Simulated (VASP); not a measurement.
# Ga2SnO4 (P6_322) in VASP: relaxation of cell and atoms with PBE

Aim: the relaxation of cell and atoms of Ga2SnO4 with PBE.

Everything below comes from runs of VASP 6.6.1. Logs are shortened: lines on timing, memory, paths and dates and some standing lists are left out, and cuts for length are marked.

**1. The cell of the first run**

It takes space group P6_322 (No. 182, hexagonal). Conventional cell: a = 5.350 Å, b = 5.350 Å, c = 8.700 Å, α = 90.00°, β = 90.00°, γ = 120.00°. Ga (site symmetry 3) has 4 O at 1.74 to 1.77 Å within 2.3 Å. Within 3.8 Å of Sn (site symmetry 32) lie 9 O at 2.91 to 3.09 Å and 6 Ga at 3.55 Å. O (site symmetry 32) has 2 Ga at 1.74 Å within 2.3 Å. O (site symmetry 2) has 2 Ga at 1.77 Å within 2.4 Å.

**2. Relaxation of cell and atoms, PBE**

Input file INCAR:

```
ALGO = Normal ; EDIFF = 1E-6
EDIFFG = -0.08 ; ENCUT = 600
GGA = PE ; IBRION = 2
ISIF = 3 ; ISMEAR = 0
LASPH = T ; LCHARG = F
LREAL = F ; LWAVE = F
NELM = 60 ; NSW = 36
PREC = Accurate ; SIGMA = 0.15
```

Input file KPOINTS:

```
k-points
0
Gamma
  3 3 2
```

Input file POSCAR:

```
Ga2SnO4
1.0
    5.3500000000      0.0000000000      0.0000000000
   -2.6750000000      4.6332359100      0.0000000000
    0.0000000000      0.0000000000      8.7000000000
Ga Sn O
4 2 8
Direct
    0.6666666700      0.3333333300      0.9500000000
    0.6666666700      0.3333333300      0.5500000000
    0.3333333300      0.6666666700      0.4500000000
    0.3333333300      0.6666666700      0.0500000000
    0.0000000000      0.0000000000      0.2500000000
    0.0000000000      0.0000000000      0.7500000000
    0.6666666700      0.3333333300      0.7500000000
    0.6400000000      0.6400000000      0.0000000000
    0.3333333300      0.6666666700      0.2500000000
    0.6400000000      0.0000000000      0.5000000000
    0.3600000000      0.3600000000      0.5000000000
    0.3600000000      0.0000000000      0.0000000000
    0.0000000000      0.6400000000      0.5000000000
    0.0000000000      0.3600000000      0.0000000000
```

Potentials or basis: VASP PAW PBE potentials, release 64 (Ga_d, Sn_d, O).

The run is started by

```console
$ cat potpaw_PBE.64/Ga_d/POTCAR potpaw_PBE.64/Sn_d/POTCAR potpaw_PBE.64/O/POTCAR > POTCAR
$ mpirun -np 1 vasp_std > vasp.out
```

OUTCAR:

```text
EDIFF = 1E-6
   EDIFFG = -0.08
   ENCUT = 600
   GGA = PE
   IBRION = 2
   ISIF = 3
   ISMEAR = 0
   LASPH = T
   LREAL = F
   NELM = 60
   NSW = 36
   PREC = Accurate

 ion  position               nearest neighbor table
   1  0.667  0.333  0.950-   7 1.74  14 1.77  12 1.77   8 1.77
   2  0.667  0.333  0.550-   7 1.74  10 1.77  13 1.77  11 1.77
   3  0.333  0.667  0.450-   9 1.74  13 1.77  10 1.77  11 1.77
   4  0.333  0.667  0.050-   9 1.74  12 1.77  14 1.77   8 1.77
   5  0.000  0.000  0.250-
   6  0.000  0.000  0.750-
   7  0.667  0.333  0.750-   1 1.74   2 1.74
   8  0.640  0.640  0.000-   1 1.77   4 1.77
   9  0.333  0.667  0.250-   3 1.74   4 1.74
  10  0.640  0.000  0.500-   2 1.77   3 1.77
  11  0.360  0.360  0.500-   3 1.77   2 1.77
  12  0.360  0.000  0.000-   4 1.77   1 1.77
  13  0.000  0.640  0.500-   3 1.77   2 1.77
  14  0.000  0.360  0.000-   1 1.77   4 1.77

  LATTYP: Found a hexagonal cell.
 ALAT       =     5.3500000000
 C/A-ratio  =     1.6261682243

  Lattice vectors:

 A1 = (   5.3500000000,   0.0000000000,   0.0000000000)
 A2 = (  -2.6750000000,   4.6332359100,   0.0000000000)
 A3 = (   0.0000000000,   0.0000000000,   8.7000000000)

Analysis of symmetry for initial positions (statically):
=====================================================================
 Subroutine PRICEL returns:
 Original cell was already a primitive cell.

 Routine SETGRP: Setting up the symmetry group for a
 hexagonal supercell.

 Subroutine GETGRP returns: Found 12 space group operations
 (whereof  6 operations were pure point group operations)
 out of a pool of 24 trial point group operations.

The static configuration has the point symmetry D_3 .
 The point group associated with its full space group is D_6 .

Analysis of symmetry for dynamics (positions and initial velocities):
=====================================================================
 Subroutine PRICEL returns:
 Original cell was already a primitive cell.

 Routine SETGRP: Setting up the symmetry group for a
 hexagonal supercell.

 Subroutine GETGRP returns: Found 12 space group operations
 (whereof  6 operations were pure point group operations)
 out of a pool of 24 trial point group operations.

The dynamic configuration has the point symmetry D_3 .
 The point group associated with its full space group is D_6 .

 Subroutine INISYM returns: Found 12 space group operations
 (whereof  6 operations are pure point group operations),
 and found     1 'primitive' translations

----------------------------------------------------------------------------------------

                                     Primitive cell

  volume of cell :     215.6540

  direct lattice vectors                    reciprocal lattice vectors
     5.350000000  0.000000000  0.000000000     0.186915888  0.107915938  0.000000000
    -2.675000000  4.633235910  0.000000000     0.000000000  0.215831876  0.000000000
     0.000000000  0.000000000  8.700000000     0.000000000  0.000000000  0.114942529

  length of vectors
     5.350000000  5.350000000  8.700000000     0.215831876  0.215831876  0.114942529

  position of ions in fractional coordinates (direct lattice)
     0.666666670  0.333333330  0.950000000
     0.666666670  0.333333330  0.550000000
     0.333333330  0.666666670  0.450000000
     0.333333330  0.666666670  0.050000000
     0.000000000  0.000000000  0.250000000
     0.000000000  0.000000000  0.750000000
     0.666666670  0.333333330  0.750000000
     0.640000000  0.640000000  0.000000000
     0.333333330  0.666666670  0.250000000
     0.640000000  0.000000000  0.500000000
     0.360000000  0.360000000  0.500000000
     0.360000000  0.000000000  0.000000000
     0.000000000  0.640000000  0.500000000
     0.000000000  0.360000000  0.000000000

  ion indices of the primitive-cell ions
   primitive index   ion index
                 1           1
                 2           2
                 3           3
                 4           4
                 5           5
                 6           6
                 7           7
                 8           8
                 9           9
                10          10
                11          11
                12          12
                13          13
                14          14

----------------------------------------------------------------------------------------

 KPOINTS: k-points

Automatic generation of k-mesh.
 Grid dimensions read from file:
 generate k-points for:    3    3    2

 Generating k-lattice:

  Cartesian coordinates                     Fractional coordinates (reciprocal lattice)
     0.062305296  0.035971979  0.000000000     0.333333333  0.000000000  0.000000000
     0.000000000  0.071943959  0.000000000     0.000000000  0.333333333  0.000000000
     0.000000000  0.000000000  0.057471264     0.000000000  0.000000000  0.500000000

  Length of vectors
     0.071943959  0.071943959  0.057471264

  Shift w.r.t. Gamma in fractional coordinates (k-lattice)
     0.000000000  0.000000000  0.000000000

 Subroutine IBZKPT returns following result:
 ===========================================

 Found      6 irreducible k-points:

 Following reciprocal coordinates:
            Coordinates               Weight
  0.000000  0.000000  0.000000      1.000000
  0.333333 -0.000000  0.000000      6.000000
  0.333333  0.333333  0.000000      2.000000
  0.000000  0.000000  0.500000      1.000000
  0.333333 -0.000000  0.500000      6.000000
  0.333333  0.333333  0.500000      2.000000
   k-points           NKPTS =      6   k-points in BZ     NKDIM =      6   number of bands    NBANDS=     76
   number of dos      NEDOS =    301   number of ions     NIONS =     14
   total plane-waves  NPLWV = 161280
   dimension x,y,z NGX =    48 NGY =   48 NGZ =   70
   dimension x,y,z NGXF=    96 NGYF=   96 NGZF=  140
   ions per type =               4   2   8
   NGX,Y,Z   is equivalent  to a cutoff of  14.92, 14.92, 13.38 a.u.
   NGXF,Y,Z  is equivalent  to a cutoff of  29.83, 29.83, 26.75 a.u.
 SYSTEM =  unknown system
   PREC   = accura    normal or accurate (medium, high low for compatibility)
   ISTART =      0    job   : 0-new  1-cont  2-samecut
   ICHARG =      2    charge: 1-file 2-atom 10-const
   ISPIN  =      1    spin polarized calculation?
   LNONCOLLINEAR =      F non collinear calculations
   LSORBIT =      F    spin-orbit coupling
   LASPH  =      T    aspherical Exc in radial PAW
   ENCUT  =  600.0 eV  44.10 Ry    6.64 a.u.  10.69 10.69 17.38*2*pi/ulx,y,z
   NELM   =     60;   NELMIN=  2; NELMDL= -5     # of ELM steps
   EDIFF  = 0.1E-05   stopping-criterion for ELM
   LREAL  =      F    real-space projection
   EDIFFG = -.8E-01   stopping-criterion for IOM
   NSW    =     36    number of steps for IOM
   IBRION =      2    ionic relax: 0-MD 1-quasi-New 2-CG
   NFREE  =      1    steps in history (QN), initial steepest desc. (CG)
   ISIF   =      3    stress and relaxation
   ISYM   =      2    0-nonsym 1-usesym 2-fastsym
   POTIM  = 0.5000    time-step for ionic-motion
   TEBEG  =    0.0;   TEEND  =   0.0 temperature during run
   PSTRESS=    0.0 pullay stress
   NELECT =     128.0000    total number of electrons
   NUPDOWN=      -1.0000    fix difference up-down
   EMIN   =  10.00;   EMAX   =-10.00  energy-range for DOS
   EFERMI =   0.00;   METHOD = LEGACY
   ISMEAR =     0;   SIGMA  =   0.15  broadening in eV -4-tet -1-fermi 0-gaus
   EFERMI_NEDOS =   21; number of points for ismear=-14 and -15
   IALGO  =     38    algorithm
   IMIX   =      4    mixing-type and parameters
     AMIX     =   0.40;   BMIX     =  1.00
     AMIX_MAG =   1.60;   BMIX_MAG =  1.00
  volume/ion in A,a.u.               =      15.40       103.95
  Fermi-wavevector in a.u.,A,eV,Ry     =   1.375812  2.599907 25.753895  1.892858
  Thomas-Fermi vector in A             =   2.501113
   LORBIT       =      0    0 simple, 1 ext, 2 COOP (PROOUT), +10 PAW based schemes
   GGA     = PE    functional components
   LHFCALC =     F    Hartree Fock is set to
   AEXX    =    0.0000 exact exchange contribution
   IVDW    =     0    specifies the selected vdW correction
   LEPSILON=     F    determine dielectric tensor
   LRPA    =     F    only Hartree local field effects (RPA)
 conjugate gradient relaxation of ions
 non-spin polarized calculation
 Gauss-broadening in eV      SIGMA  =   0.15
  energy-cutoff  :      600.00
  volume of cell :      215.65
 maximum number of plane-waves:      7259
 NGX is ok and might be reduce to    48
   NGX = 21   NGY = 21   NGZ = 35

--------------------------------------- Ionic step        1  -------------------------------------------

 number of electron     127.9999988 magnetization

 Free energy of the ion-electron system (eV)
  ---------------------------------------------------
  ext. energy  EPLUGINS =         0.00000000
  ---------------------------------------------------
  free energy    TOTEN  =       -77.64206988 eV

  energy without entropy =      -77.64206988  energy(sigma->0) =      -77.64206988

------------------------ aborting loop because EDIFF is reached ----------------------------------------

  FORCE on cell =-STRESS in cart. coord.  units (eV):
  Direction    XX          YY          ZZ          XY          YZ          ZX
  --------------------------------------------------------------------------------------
  -------------------------------------------------------------------------------------
  Total       15.1659944     15.1659944     17.2510016      0.0000000      0.0000000     -0.0000000
  in kB      112.6740813    112.6740813    128.1644119      0.0000000      0.0000000     -0.0000000
  external PRESSURE =     117.8375248 kB  Pullay stress =       0.0000000 kB
[... 177 lines left out ...]
  energy  without entropy=      -78.8133260907  energy(sigma->0) =      -78.81332609

--------------------------------------- Ionic step        5  -------------------------------------------

 number of electron     128.0000015 magnetization

 E-fermi :   2.6460     XC(G=0):  -9.4396

 val. band max:        1.9018302656   @ k =   0.3333   0.3333   0.0000
 cond. band min:       4.5661504567   @ k =   0.3333  -0.0000   0.0000
 fundamental gap:      2.6643201912
 Fermi energy:         2.6460146170

 k-point     1 :       0.0000    0.0000    0.0000
  band No.  band energies     occupation
      1     -18.9111      2.00000
      2     -18.9111      2.00000
      3     -18.9105      2.00000
      4     -18.9105      2.00000
      5     -18.8594      2.00000
      6     -18.8594      2.00000
[... 604 lines left out ...]
  energy  without entropy=      -79.4753131887  energy(sigma->0) =      -79.47531319

--------------------------------------- Ionic step        8  -------------------------------------------

 number of electron     127.9999993 magnetization

 Free energy of the ion-electron system (eV)
  ---------------------------------------------------
  ext. energy  EPLUGINS =         0.00000000
  ---------------------------------------------------
  free energy    TOTEN  =       -79.51525230 eV

  energy without entropy =      -79.51525230  energy(sigma->0) =      -79.51525230

 E-fermi :   3.4692     XC(G=0):  -9.8217

 val. band max:        2.7442437209   @ k =   0.3333   0.3333   0.0000
 cond. band min:       5.3736798366   @ k =   0.3333  -0.0000   0.0000
 fundamental gap:      2.6294361157
 Fermi energy:         3.4691526601

 k-point     1 :       0.0000    0.0000    0.0000
  band No.  band energies     occupation
      1     -17.8896      2.00000
      2     -17.8896      2.00000
      3     -17.8884      2.00000
      4     -17.8884      2.00000
      5     -17.8250      2.00000
      6     -17.8250      2.00000
[... 504 lines left out ...]
  FREE ENERGIE OF THE ION-ELECTRON SYSTEM (eV)
  ---------------------------------------------------
  free  energy   TOTEN  =       -79.5152522999 eV

  energy  without entropy=      -79.5152522999  energy(sigma->0) =      -79.51525230

 reached required accuracy - stopping structural energy minimisation
```

Wall time 35 min (1 thread of Oxide Virtual Turin-like, shared host); peak memory 0.45 GiB.

Results:

```yaml
Free_energy: -79.5153 eV
Relaxed_volume: 15.39 Å³/atom
Relaxed_cell: a = 5.282 Å, b = 5.282 Å, c = 8.920 Å, α = 90.00°, β = 90.00°, γ = 120.00°
Space_group_after_relaxing_to_0.05_Å: P6_322 (No. 182)
Energy_gained_by_relaxing: 133.8 meV/atom
Ionic_steps: 8
Pressure_after_relaxing: 0.0 GPa
Largest_force_after_relaxing: 0.036 eV/Å
Band_gap_on_the_k_mesh: 2.63 eV, indirect (least direct gap 2.77 eV)
```

Forces in eV/Å, atoms in the order of the input:
```
Ga   0.000  0.000  0.026
Ga   0.000  0.000 -0.026
Ga   0.000  0.000  0.026
Ga   0.000  0.000 -0.026
Sn   0.000  0.000  0.000
Sn   0.000  0.000  0.000
O    0.000  0.000  0.000
O   -0.018 -0.031  0.000
O    0.000  0.000  0.000
O   -0.036  0.000  0.000
O    0.018  0.031  0.000
O    0.036  0.000  0.000
O    0.018 -0.031  0.000
O   -0.018  0.031  0.000
```

The path:
```csv
step,energy change (eV),largest force (eV/Å),pressure (GPa),volume (Å³)
1,0.0000,2.3370,11.78,215.65
2,-0.6114,0.5469,-9.45,252.98
3,-1.1709,0.8165,-2.65,236.50
4,-1.1713,0.8448,-2.36,236.05
5,-1.4520,0.6672,-2.05,231.15
6,-1.8465,0.5313,-0.22,216.82
7,-1.8332,0.5304,0.36,213.85
8,-1.8732,0.0361,-0.03,215.51
```

Final structure:
```
Ga Sn O
1.0
     5.28172    0.00000    0.00000
    -2.64086    4.57410    0.00000
     0.00000    0.00000    8.92046
Ga Sn O
4 2 8
Direct
  0.66667 0.33333 0.95382
  0.66667 0.33333 0.54618
  0.33333 0.66667 0.45382
  0.33333 0.66667 0.04618
  0.00000 0.00000 0.25000
  0.00000 0.00000 0.75000
  0.66667 0.33333 0.75000
  0.68647 0.68647 0.00000
  0.33333 0.66667 0.25000
  0.68647 0.00000 0.50000
  0.31353 0.31353 0.50000
  0.31353 0.00000 0.00000
  0.00000 0.68647 0.50000
  0.00000 0.31353 0.00000
```

Caveat: the k points lie up to 0.46 Å⁻¹ apart in the final cell; spin-orbit coupling is left out, which moves the levels of the heavy elements; the relaxation stopped at a loose force limit of 0.08 eV/Å, so its end isn't a converged minimum. PBE gaps usually lie below the measured ones, often by a third to a half.
